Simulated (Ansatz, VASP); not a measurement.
## One calculation of WS2, two programs

INCAR

```
ALGO = Normal
EDIFF = 1E-6
ENCUT = 520
ISIF = 2
ISMEAR = -1
LASPH = T
LCHARG = F
LREAL = F
LWAVE = F
NBANDS = 20
NELM = 80
PREC = Accurate
SIGMA = 0.08
```

File KPOINTS:

```
k-points
0
Gamma
  13 13 13
```

File POSCAR:

```
WS2
1.0
    1.6099690384      0.9295160577      6.2842102968
   -1.6099690384      0.9295160577      6.2842102968
    0.0000000000     -1.8590321154      6.2842102968
W S
1 2
Direct
    0.0000000000      0.0000000000      0.0000000000
    0.7503000000      0.7503000000      0.7503000000
    0.5810000000      0.5810000000      0.5810000000
```

Input for Ansatz:

```yaml
crystal:
  lattice:
    - [1.6099690384, 0.9295160577, 6.2842102968]
    - [-1.6099690384, 0.9295160577, 6.2842102968]
    - [0.0, -1.8590321154, 6.2842102968]
  atoms:
    - { symbol: W, position: [0.0, 0.0, 0.0] }
    - { symbol: S, position: [0.7503, 0.7503, 0.7503] }
    - { symbol: S, position: [0.581, 0.581, 0.581] }
kpoints:
  mp_grid: { grid: [13, 13, 13] }
  band_path:
    path:
      - [0.0, 0.0, 0.0]
      - [0.5, 0.5, 0.5]
      - [0.8187478403, 0.1812521597, 0.5]
      - [0.5, -0.1812521597, 0.1812521597]
      - [0.5, 0.0, 0.0]
      - [0.0, 0.0, 0.0]
      - [0.3406260799, -0.3406260799, 0.0]
      - [0.6593739201, 0.0, 0.3406260799]
      - [0.5, 0.0, 0.5]
    npoints: 5
scf:
  occupations: { method: fermi_dirac, width: 0.08 }
hamiltonian:
  xc: lda
  pseudopotentials: { kind: all_electron, lapw: { basis_error: 0.0005 } }
output:
  forces: true
  stress: true
  eigenvalues: true
```

Change from the starting cell: volume scaled by 1.06.

Alike in both runs: task single point; functional LDA; k mesh 13 × 13 × 13; occupations fermi-dirac, width 0.08 eV; no spin polarisation.

|  | VASP | Ansatz |
| --- | --- | --- |
| version | VASP 6.6.1 | Ansatz 0.2.0 |
| potentials or method | VASP PAW LDA potentials, release 64 (W_sv, S), cutoff 520 eV | all-electron LAPW, scalar-relativistic |

```csv
,VASP,Ansatz,Ansatz less VASP
pressure (GPa),-11.6,-11.8,-0.26
"traceless stress, the component that is largest in VASP (GPa)",-0.21,-0.25,-0.038
rms of the force components (eV/Å),0.586,0.602,+0.0158
```

LDA's correlation is that of Perdew and Zunger in VASP and of Perdew and Wang (1992) in Ansatz. Atom by atom the forces differ by 0.017 eV/Å (rms over components). Ansatz ran all-electron here, and VASP with PAW potentials.

Spin-orbit coupling is off throughout.
